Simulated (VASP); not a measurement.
Write the native input for VASP 6.6.1 that does the following.

* Task: relaxation of cell and atoms
* Functional: PBE
* Potentials or basis: VASP PAW PBE potentials, release 64 (Si, O)
* Cutoff: 600 eV
* k mesh: 6 × 6 × 4
* Occupations: gaussian, width 0.1 eV
* Spin: no spin polarisation
* Dipole correction: no
* Further INCAR settings: ALGO = Normal; EDIFF = 1e-06; IBRION = 2; EDIFFG = -0.04; NSW = 90; ISIF = 3

The structure of Si5O lies in POSCAR:

```
Si5O
1.0
    4.6828033400      0.0000000000      0.0000000000
   -2.3414016700      4.0554266600      0.0000000000
    0.0000000000      0.0000000000      4.9093602700
Si O
5 1
Direct
    0.6929031400      0.0000000000      0.0000000000
    0.0000000000      0.6929031400      0.0000000000
    0.3070968600      0.3070968600      0.0000000000
    0.3333333300      0.6666666700      0.0000000000
    0.6666666700      0.3333333300      0.0000000000
    0.0000000000      0.0000000000      0.0000000000
```

The cell was generated, and may not be a known phase.

The input as run:

INCAR

```
SYSTEM = Si5O
  PREC = Accurate
  ENCUT = 600
  EDIFF = 1E-6
  ISMEAR = 0
  SIGMA = 0.1
  LREAL = .False.
  LASPH = .True.
  NELM = 100
  ALGO = Normal
  ISIF = 3
  LWAVE = .False.
  LCHARG = .False.
  GGA = PE
  IBRION = 2
  NSW = 90
  EDIFFG = -0.04
```

KPOINTS

```
Automatic mesh
0
Gamma
  6 6 4
  0 0 0
```

Potentials or basis: VASP PAW PBE potentials, release 64 (Si, O).

Command:

```console
$ cat potpaw_PBE.64/Si/POTCAR potpaw_PBE.64/O/POTCAR > POTCAR
$ mpirun -np 1 vasp_std > vasp.out
```

Results of the run:

```yaml
Relaxed_volume: 16.47 Å³/atom
Relaxed_cell: a = 6.417 Å, b = 6.417 Å, c = 2.772 Å, α = 90.00°, β = 90.00°, γ = 120.00°
Space_group_after_relaxing_to_0.1_Å: P-62m (No. 189)
Pressure_after_relaxing: -0.1 GPa
Largest_force_after_relaxing: 0.007 eV/Å
Band_gap_on_the_k_mesh: zero (bands 13 and 14 overlap by 3.06 eV)
```

Caveat: a cell axis changed by over 15 % at a fixed basis, so the end point is rough.

It took 14 min on 1 thread of Intel(R) Xeon(R) 6975P-C (Granite Rapids) (shared host), peak memory 0.26 GiB.
